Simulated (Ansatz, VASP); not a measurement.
One calculation of InAs, two programs

File INCAR:

```
SYSTEM = InAs
PREC     = Accurate       ! precision mode
ENCUT    = 520            ! plane-wave cutoff, eV
EDIFF    = 1E-7           ! SCF threshold, eV
ISMEAR   = -1             ! smearing method
SIGMA    = 0.05           ! smearing width, eV
LREAL    = .FALSE.        ! projectors in reciprocal space
LASPH    = .TRUE.         ! aspherical terms in the spheres
NELM     = 60             ! most SCF steps
ALGO     = Normal         ! electronic algorithm
ISIF     = 2              ! what is computed and relaxed
LWAVE    = .FALSE.        ! write WAVECAR
LCHARG   = .FALSE.        ! write CHGCAR
GGA      = PS             ! functional
NBANDS   = 16             ! bands
```

File KPOINTS:

```
regular mesh
0
G
  8 8 8
  0 0 0
```

The input POSCAR:

```
InAs
1.0
    0.0000000000      2.8185670290      2.8185670290
    2.8185670290      0.0000000000      2.8185670290
    2.8185670290      2.8185670290      0.0000000000
In As
1 1
Direct
    0.5000000000      0.5000000000      0.5000000000
    0.0000000000      0.0000000000      0.0000000000
```

input.yaml

```yaml
crystal:
  lattice:
    - [0.0, 2.818567029, 2.818567029]
    - [2.818567029, 0.0, 2.818567029]
    - [2.818567029, 2.818567029, 0.0]
  atoms:
    - { symbol: In, position: [0.5, 0.5, 0.5] }
    - { symbol: As, position: [0.0, 0.0, 0.0] }
hamiltonian:
  xc: pbesol
  pseudopotentials: { kind: paw }
kpoints:
  mp_grid: { grid: [8, 8, 8] }
scf:
  occupations: { method: fermi_dirac, width: 0.05 }
output:
  forces: true
  stress: true
  eigenvalues: true
  write_density: true
  write_potential: true
  elf: true
  volumetric_format: npy
```

Alike in both runs: task single point; functional PBEsol; k mesh 8 × 8 × 8; occupations fermi-dirac, width 0.05 eV; no spin polarisation.

|  | VASP | Ansatz |
| --- | --- | --- |
| version | VASP 6.6.1 | Ansatz 0.2.0 |
| potentials or method | VASP PAW PBE potentials, release 64 (In_d, As) | Ansatz PAW |
| plane-wave cutoff (eV) | 520 | 420 |
| valence electrons in the cell | 18 | 28 |

|  | VASP | Ansatz | Ansatz less VASP |
| --- | --- | --- | --- |
| gap on the k mesh at the Fermi level (eV) | none | none | - |
| pressure (GPa) | 0.8 | 0.7 | -0.13 |

VASP's potentials were made for PBE, not for PBEsol. A gap of «none» marks a metal or a gap that the smearing closes. VASP's potentials hold 18 valence electrons a cell and Ansatz's 28, so a difference there can come from the potentials and not from the codes.
